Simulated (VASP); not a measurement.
Write the native input for VASP 6.6.1 that does the following.

```yaml
Task: relaxation of the atoms
Functional: PBE
Potentials_or_basis: VASP PAW PBE potentials, release 64 (C)
Cutoff: 520 eV
k_mesh: 9 × 9 × 9
Occupations: gaussian, width 0.02 eV
Spin: no spin polarisation
Dipole_correction: no
Further_INCAR_settings: ALGO = Normal; EDIFF = 1e-07; IBRION = 2; EDIFFG = -0.002; NSW = 60
```

The structure of C lies in POSCAR:

```
C
1.0
    0.0285728479      1.7875887998      1.7875887998
    1.7875887998      0.0285728479      1.7875887998
    1.7875887998      1.7875887998      0.0285728479
C
2
Direct
    0.0000000000      0.0000000000      0.0000000000
    0.2500000000      0.2500000000      0.2500000000
```

This cell differs from its parent crystal: strained cell.

These files were run (other wordings do the same):

INCAR

```
SYSTEM = C
PREC = Accurate ; ENCUT = 520
EDIFF = 1E-7 ; ISMEAR = 0
SIGMA = 0.02 ; LREAL = .False.
LASPH = .True. ; NELM = 120
ALGO = Normal ; ISIF = 2
LWAVE = .False. ; LCHARG = .False.
GGA = PE ; IBRION = 2
NSW = 60 ; EDIFFG = -0.002
GGA_COMPAT = .False. ; NELMIN = 4
```

KPOINTS

```
regular mesh
0
Gamma
  9 9 9
  0 0 0
```

Potentials or basis: VASP PAW PBE potentials, release 64 (C).

Launch:

```sh
$ cat potpaw_PBE.64/C/POTCAR > POTCAR
$ mpirun -np 1 vasp_std > vasp.out
```

Results of the run:

The energy gained by relaxing is 0.0 meV/atom and the ionic steps are 3. The pressure after relaxing is 10.6 GPa and the band gap on the k mesh is 4.15 eV (least direct gap 5.12 eV).

Caveat: the cell differs from its parent crystal (strained cell); an odd mesh through Γ misses points on the zone boundary, where band edges can lie.

Run time: 14 s on 1 thread of AMD EPYC 7R13 Processor (Zen 3), with other jobs on the host, peak memory 0.09 GiB.
